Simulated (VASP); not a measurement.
Set up this calculation in VASP 6.6.1, as the native input.

```
Task                   : single point
Functional             : PBE
Potentials or basis    : VASP PAW PBE potentials, release 64 (Ti_sv, Al)
Cutoff                 : 520 eV
k mesh                 : 15 × 15 × 6
Occupations            : gaussian, width 0.15 eV
Spin                   : no spin polarisation
Dipole correction      : no
Further INCAR settings : ALGO = Fast; EDIFF = 1e-06; NBANDS = 28
```

The structure of Ti3Al lies in POSCAR:

```
Ti3Al
1.0
    2.9297375378      0.0000000000      0.0000000000
   -1.4648687689      2.5372271341      0.0000000000
    0.0000000000      0.0000000000      9.2315308735
Ti Al
3 1
Direct
    0.6666666667      0.3333333333      0.0000000000
    0.3333333333      0.6666666667      0.7558737898
    0.3333333333      0.6666666667      0.2441262102
    0.6666666667      0.3333333333      0.5000000000
```

This cell differs from its parent crystal: atoms shifted along a free coordinate, c/a of the conventional cell at fixed volume 3.1510.

The input as run:

INCAR

```
ALGO     = Fast           # electronic algorithm
EDIFF    = 1E-6           # SCF threshold, eV
ENCUT    = 520            # plane-wave cutoff, eV
GGA      = PE             # functional
ISIF     = 2              # what is computed and relaxed
ISMEAR   = 0              # smearing method
LASPH    = T              # aspherical terms in the spheres
LCHARG   = F              # write CHGCAR
LREAL    = F              # projectors in reciprocal space
LWAVE    = F              # write WAVECAR
NBANDS   = 28             # bands
NELM     = 100            # most SCF steps
PREC     = Accurate       # precision mode
SIGMA    = 0.15           # smearing width, eV
```

KPOINTS

```
k-points
0
Gamma
  15 15 6
```

Potentials or basis: VASP PAW PBE potentials, release 64 (Ti_sv, Al).

Command:

```bash
$ cat potpaw_PBE.64/Ti_sv/POTCAR potpaw_PBE.64/Al/POTCAR > POTCAR
$ mpirun -np 1 vasp_std > vasp.out
```

Results of the run:

```yaml
Pressure: 0.1 GPa
Largest_force: 0.395 eV/Å
Band_gap_on_the_k_mesh: zero (an odd number of electrons rules out a gap without spin polarisation)
```

Run time: 16 min on 1 thread of Intel(R) Xeon(R) Platinum 8375C CPU @ 2.90GHz (Ice Lake), with other jobs on the host, peak memory 0.31 GiB.
